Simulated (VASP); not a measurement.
Set up this calculation in VASP 6.6.1, as the native input.

```
Task                   : electric field gradients
Functional             : PBE
Potentials or basis    : VASP PAW PBE potentials, release 64 (Ag, Cl)
Cutoff                 : 520 eV
k mesh                 : 10 × 10 × 10
Occupations            : gaussian, width 0.05 eV
Spin                   : no spin polarisation
Dipole correction      : no
Further INCAR settings : ALGO = Normal; EDIFF = 1e-08; NBANDS = 16
```

The structure of AgCl (Chlorargyrite) lies in POSCAR:

```
AgCl
1.0
    0.0000000000      2.8047747577      2.8047747577
    2.8047747577      0.0000000000      2.8047747577
    2.8047747577      2.8047747577      0.0000000000
Ag Cl
1 1
Direct
    0.0000000000      0.0000000000      0.0000000000
    0.5000000000      0.5000000000      0.5000000000
```

One way to write it, as run:

INCAR

```
ALGO = Normal
EDIFF = 1E-8
ENCUT = 520
GGA = PE
ISIF = 2
ISMEAR = 0
LASPH = True
LCHARG = False
LEFG = True
LREAL = False
LWAVE = False
NBANDS = 16
NELM = 80
PREC = Accurate
SIGMA = 0.05
```

KPOINTS

```
k-points
0
Gamma
  10 10 10
```

Potentials or basis: VASP PAW PBE potentials, release 64 (Ag, Cl).

Launch:

```console
$ cat potpaw_PBE.64/Ag/POTCAR potpaw_PBE.64/Cl/POTCAR > POTCAR
$ mpirun -np 1 vasp_std > vasp.out
```

Results of the run:

The pressure is -0.1 GPa. The band gap on the k mesh is 0.92 eV, indirect (least direct gap 3.01 eV).

Caveat: without QUAD_EFG the Cq values of the log hold for a quadrupole moment of 1 mb, not for the nuclei.

Run time: 26 s on 1 thread of Intel(R) Xeon(R) Platinum 8488C (Sapphire Rapids), with other jobs on the host, peak memory 0.18 GiB.
